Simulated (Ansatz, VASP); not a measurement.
## Si: VASP beside Ansatz

Contents of POSCAR:

```
Si
1.0
    3.7617819332      0.0000000000      0.0000000000
   -1.8808909666      3.2577987176      0.0000000000
    0.0000000000      0.0000000000     12.3659726558
Si
8
Direct
    0.0000000000      0.0000000000      0.0005516776
    0.3333333333      0.6666666667      0.2496687367
    0.0000000000      0.0000000000      0.5005516776
    0.6666666667      0.3333333333      0.7496687367
    0.0000000000      0.0000000000      0.1869483224
    0.3333333333      0.6666666667      0.4378312633
    0.0000000000      0.0000000000      0.6869483224
    0.6666666667      0.3333333333      0.9378312633
```

File INCAR.step1:

```
  ALGO = Normal
  EDIFF = 1E-4
  ENCUT = 520
  GGA = PE
  ISMEAR = 0
  LASPH = True
  LCHARG = False
  LREAL = False
  LWAVE = True
  NBANDS = 26
  NELM = 60
  PREC = Accurate
  SIGMA = 0.01
```

File INCAR.step2:

```
  ALGO = Normal
  EDIFF = 1E-6
  ENCUT = 520
  ISIF = 2
  ISMEAR = 0
  ISTART = 1
  LASPH = True
  LCHARG = False
  LMIXTAU = True
  LREAL = False
  LWAVE = False
  METAGGA = R2SCAN
  NBANDS = 26
  NELM = 60
  PREC = Accurate
  SIGMA = 0.01
```

KPOINTS

```
k-points
0
Gamma
  6 6 2
```

Input for Ansatz:

```yaml
crystal:
  lattice:
    - [3.7617819332, 0.0, 0.0]
    - [-1.8808909666, 3.2577987176, 0.0]
    - [0.0, 0.0, 12.3659726558]
  atoms:
    - { symbol: Si, position: [0.0, 0.0, 0.0005516776] }
    - { symbol: Si, position: [0.3333333333, 0.6666666667, 0.2496687367] }
    - { symbol: Si, position: [0.0, 0.0, 0.5005516776] }
    - { symbol: Si, position: [0.6666666667, 0.3333333333, 0.7496687367] }
    - { symbol: Si, position: [0.0, 0.0, 0.1869483224] }
    - { symbol: Si, position: [0.3333333333, 0.6666666667, 0.4378312633] }
    - { symbol: Si, position: [0.0, 0.0, 0.6869483224] }
    - { symbol: Si, position: [0.6666666667, 0.3333333333, 0.9378312633] }
kpoints:
  mp_grid: { grid: [6, 6, 2] }
hamiltonian:
  xc: r2scan
scf:
  occupations: { method: fixed }
  n_extra_bands: 6
output:
  forces: true
  stress: true
  eigenvalues: true
```

Alike in both runs: task single point; functional r2SCAN; k mesh 6 × 6 × 2; no spin polarisation.

|  | VASP | Ansatz |
| --- | --- | --- |
| version | VASP 6.6.1 | Ansatz 0.2.0 |
| potentials or method | VASP PAW PBE potentials, release 64 (Si) | plane waves, PAW |
| plane-wave cutoff (eV) | 520 | 500 |
| occupations | gaussian, width 0.01 eV | fixed |
| valence electrons in the cell | 32 | 32 |

VASP gave:

```
gap on the k mesh at the Fermi level (eV)                     : 0.65
pressure (GPa)                                                : 6.6
traceless stress, the component that is largest in VASP (GPa) : -0.17
rms of the force components (eV/Å)                            : 0.005
```

Estimate Ansatz's values.

gap on the k mesh at the Fermi level (eV): 0.64; pressure (GPa): 6.9; traceless stress, the component that is largest in VASP (GPa): -0.17; rms of the force components (eV/Å): 0.005.

VASP's potentials were made for PBE, not for r2SCAN. Atom by atom the forces differ by 0.000 eV/Å (rms over components).
